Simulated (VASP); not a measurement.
Write the native input for VASP 6.6.1 that does the following.

```
Task                   : single point
Functional             : LDA
Potentials or basis    : VASP PAW LDA potentials, release 64 (Si, W_sv)
Cutoff                 : 520 eV
k mesh                 : 20 × 20 × 20
Occupations            : gaussian, width 0.15 eV
Spin                   : no spin polarisation
Dipole correction      : no
Further INCAR settings : ALGO = Normal; EDIFF = 1e-07; NBANDS = 18
```

The structure of Si2W lies in POSCAR:

```
Si2W
1.0
   -1.6467908863      1.6467908863      3.7813612332
    1.6467908863     -1.6467908863      3.7813612332
    1.6467908863      1.6467908863     -3.7813612332
Si W
2 1
Direct
    0.3346644983      0.3346644983      0.0000000000
    0.6653355017      0.6653355017      0.0000000000
    0.0000000000      0.0000000000      0.0000000000
```

One way to write it, as run:

INCAR

```
SYSTEM = Si2W
PREC = Accurate
ENCUT = 520
EDIFF = 1E-7
ISMEAR = 0
SIGMA = 0.15
LREAL = .False.
LASPH = .True.
NELM = 60
ALGO = Normal
ISIF = 2
LWAVE = .False.
LCHARG = .True.
GGA = CA
LELF = .True.
LVHAR = .True.
NBANDS = 18
```

KPOINTS

```
Automatic mesh
0
Gamma
  20 20 20
  0 0 0
```

Potentials or basis: VASP PAW LDA potentials, release 64 (Si, W_sv).

Run with:

```sh
$ cat potpaw_LDA.64/Si/POTCAR potpaw_LDA.64/W_sv/POTCAR > POTCAR
$ mpirun -np 1 vasp_std > vasp.out
```

Results of the run:

* Pressure: -6.0 GPa
* Largest force: 0.079 eV/Å
* Band gap on the k mesh: zero (bands 11 and 12 overlap by 0.88 eV)

Caveat: the stress differs along the axes, from -14 to 11 GPa; spin-orbit coupling is left out, which moves the levels of the heavy elements.

It took 15 min on 1 thread of Intel Xeon 8259CL, on a shared host, peak memory 0.53 GiB.
